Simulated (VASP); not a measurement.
Wanted: the native input for a VASP 6.6.1 run.

- Task: single point
- Functional: revPBE
- Potentials or basis: VASP PAW PBE potentials, release 64 (Re)
- Cutoff: 520 eV
- k mesh: 16 × 16 × 16
- Occupations: fermi-dirac, width 0.1 eV
- Spin: no spin polarisation
- Dipole correction: no
- Further INCAR settings: ALGO = Normal; EDIFF = 1e-07; NBANDS = 14

The structure of Re lies in POSCAR:

```
Re
1.0
    0.0000000000      2.8351881530      2.8351881530
    2.8351881530      0.0000000000      2.8351881530
    2.8351881530      2.8351881530      0.0000000000
Re
2
Direct
    0.1250000000      0.1250000000      0.1250000000
    0.8750000000      0.8750000000      0.8750000000
```

This isn't the form of Re at room conditions, which is hcp.

One way to write it, as run:

INCAR

```
PREC = Accurate
ENCUT = 520
EDIFF = 1E-7
ISMEAR = -1
SIGMA = 0.1
LREAL = False
LASPH = True
NELM = 80
ALGO = Normal
ISIF = 2
LWAVE = False
LCHARG = False
GGA = RE
NBANDS = 14
```

KPOINTS

```
regular mesh
0
Gamma
  16 16 16
```

Potentials or basis: VASP PAW PBE potentials, release 64 (Re).

Command:

```sh
$ cat potpaw_PBE.64/Re/POTCAR > POTCAR
$ mpirun -np 1 vasp_std > vasp.out
```

Results of the run:

- Pressure: -1.6 GPa
- Band gap on the k mesh: zero (bands 7 and 8 overlap by 1.44 eV)

Caveat: the PAW data sets were made with another functional, which shifts forces and pressure a little; spin-orbit coupling is left out, which moves the levels of the heavy elements.

Wall time 110 s on 1 thread of AMD EPYC 7R43 64-Core Processor (Zen 3), with other jobs on the host, peak memory 0.2 GiB.
